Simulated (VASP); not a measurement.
Runs of VASP 6.6.1 on Rb. The structure is that of space group Im-3m (No. 229), or close to it. The cells are those of the table. 

```csv
task,cell,k mesh,cutoff (eV),gap on the mesh (eV),pressure (GPa)
single point,"a = 4.854 Å, angles 109.5°, 1 atom",4 × 4 × 4,520,none,0.0
relaxation of cell and atoms,"relaxed from a = 4.854 Å, angles 109.5°, 1 atom",10 × 10 × 10,600,none,0.0
single point,"a = 4.966 Å, angles 109.5°, 1 atom",10 × 10 × 10,520,none,-0.2
single point,"a = 4.777 Å, angles 109.5°, 1 atom",10 × 10 × 10,520,none,(a)
single point,"a = 4.920 Å, angles 109.5°, 1 atom",10 × 10 × 10,520,none,-0.2
single point,"a = 4.676 Å, angles 109.5°, 1 atom",10 × 10 × 10,520,none,0.3
single point,"a = 4.826 Å, angles 109.5°, 1 atom",10 × 10 × 10,520,none,0.0
single point,"a = 4.727 Å, angles 109.5°, 1 atom",10 × 10 × 10,520,none,0.2
```

Alike in all rows: level PBEsol; potentials or basis VASP PAW PBE potentials, release 64 (Rb_sv); no spin polarisation; smearing gaussian 0.1 eV.

**Question.** Estimate the missing entries.

**Answer.** (a) 0.1.

Caveats: some runs use coarse meshes; the PAW data sets were made with another functional, which shifts forces and pressure a little.

A k mesh can miss the band edges, and the runs leave out spin-orbit coupling on Rb.

A gap of «none» marks levels without a gap at the run's occupations.
